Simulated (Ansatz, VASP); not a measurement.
# One calculation of BN, two programs

File INCAR:

```
SYSTEM = BN
PREC = Accurate
ENCUT = 1330
EDIFF = 1E-6
ISMEAR = 0
SIGMA = 0.01
LREAL = .FALSE.
LASPH = .TRUE.
NELM = 120
ALGO = Normal
ISIF = 2
LWAVE = .FALSE.
LCHARG = .FALSE.
NBANDS = 11
GGA_COMPAT = .FALSE.
```

File KPOINTS:

```
regular mesh
0
G
  12 12 12
  0 0 0
```

The input POSCAR:

```
BN
1.0
    0.0000000000      1.7782587919      1.7782587919
    1.7782587919      0.0000000000      1.7782587919
    1.7782587919      1.7782587919      0.0000000000
B N
1 1
Direct
    0.0000000000      0.0000000000      0.0000000000
    0.7500000000      0.7500000000      0.7500000000
```

Input for Ansatz:

```yaml
crystal:
  lattice:
    - [0.0, 1.7782587952, 1.7782587952]
    - [1.7782587952, 0.0, 1.7782587952]
    - [1.7782587952, 1.7782587952, 0.0]
  atoms:
    - { symbol: B, position: [0.0, 0.0, 0.0] }
    - { symbol: "N", position: [0.75, 0.75, 0.75] }
basis:
  ecutwfc: 420
kpoints:
  mp_grid: { grid: [12, 12, 12] }
hamiltonian:
  xc: lda
scf:
  occupations: { method: fixed }
output:
  forces: true
  stress: true
  eigenvalues: true
  write_density: true
  write_potential: true
  elf: true
  volumetric_format: npy
```

Alike in both runs: task single point; functional LDA; k mesh 12 × 12 × 12; no spin polarisation.

|  | VASP | Ansatz |
| --- | --- | --- |
| version | VASP 6.6.1 | Ansatz 0.2.0 |
| potentials or method | VASP PAW LDA potentials, release 64 (B_h, N_h), cutoff 1330 eV | scalar-relativistic, plane waves, PAW |
| occupations | gaussian, width 0.01 eV | fixed |
| valence electrons in the cell | 8 | 8 |

|  | VASP | Ansatz | Ansatz less VASP |
| --- | --- | --- | --- |
| gap on the k mesh at the Fermi level (eV) | 4.41 | 4.42 | +0.011 |
| least direct gap on the mesh (eV) | 8.92 | 8.93 | +0.007 |
| pressure (GPa) | 9.2 | 8.4 | -0.77 |

LDA's correlation is that of Perdew and Zunger in VASP and of Perdew and Wang (1992) in Ansatz.
